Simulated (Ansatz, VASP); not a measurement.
Ti in VASP and in Ansatz

INCAR

```
SYSTEM = Ti
PREC     = Accurate       ! precision mode
ENCUT    = 520            ! plane-wave cutoff, eV
EDIFF    = 1E-6           ! SCF threshold, eV
ISMEAR   = -1             ! smearing method
SIGMA    = 0.05           ! smearing width, eV
LREAL    = .False.        ! projectors in reciprocal space
LASPH    = .True.         ! aspherical terms in the spheres
NELM     = 80             ! most SCF steps
ALGO     = Normal         ! electronic algorithm
ISIF     = 2              ! what is computed and relaxed
LWAVE    = .False.        ! write WAVECAR
LCHARG   = .True.         ! write CHGCAR
GGA      = PE             ! functional
LELF     = .True.         ! ELF
LVHAR    = .True.       
NBANDS   = 12             ! bands
```

File KPOINTS:

```
regular mesh
0
Gamma
  15 15 15
  0 0 0
```

Contents of POSCAR:

```
Ti
1.0
    0.0000000000      2.0698140295      2.0698140295
    2.0698140295      0.0000000000      2.0698140295
    2.0698140295      2.0698140295      0.0000000000
Ti
1
Direct
    0.0000000000      0.0000000000      0.0000000000
```

Input for Ansatz:

```yaml
crystal:
  lattice:
    - [0.0, 2.0698140295, 2.0698140295]
    - [2.0698140295, 0.0, 2.0698140295]
    - [2.0698140295, 2.0698140295, 0.0]
  atoms:
    - { symbol: Ti, position: [0.0, 0.0, 0.0] }
kpoints:
  mp_grid: { grid: [15, 15, 15] }
scf:
  occupations: { method: fermi_dirac, width: 0.05 }
hamiltonian:
  xc: pbe
  pseudopotentials: { kind: all_electron, lapw: { basis_error: 0.00025 } }
output:
  forces: true
  stress: true
  eigenvalues: true
```

Change from the starting cell: volume scaled by 1.06.

Alike in both runs: task single point; functional PBE; k mesh 15 × 15 × 15; occupations fermi-dirac, width 0.05 eV; no spin polarisation.

|  | VASP | Ansatz |
| --- | --- | --- |
| version | VASP 6.6.1 | Ansatz 0.2.0 |
| potentials or method | VASP PAW PBE potentials, release 64 (Ti_sv), cutoff 520 eV | all-electron LAPW, scalar-relativistic |

|  | VASP | Ansatz | Ansatz less VASP |
| --- | --- | --- | --- |
| pressure (GPa) | -2.3 | -2.0 | +0.22 |

Ansatz ran all-electron here, and VASP with PAW potentials.
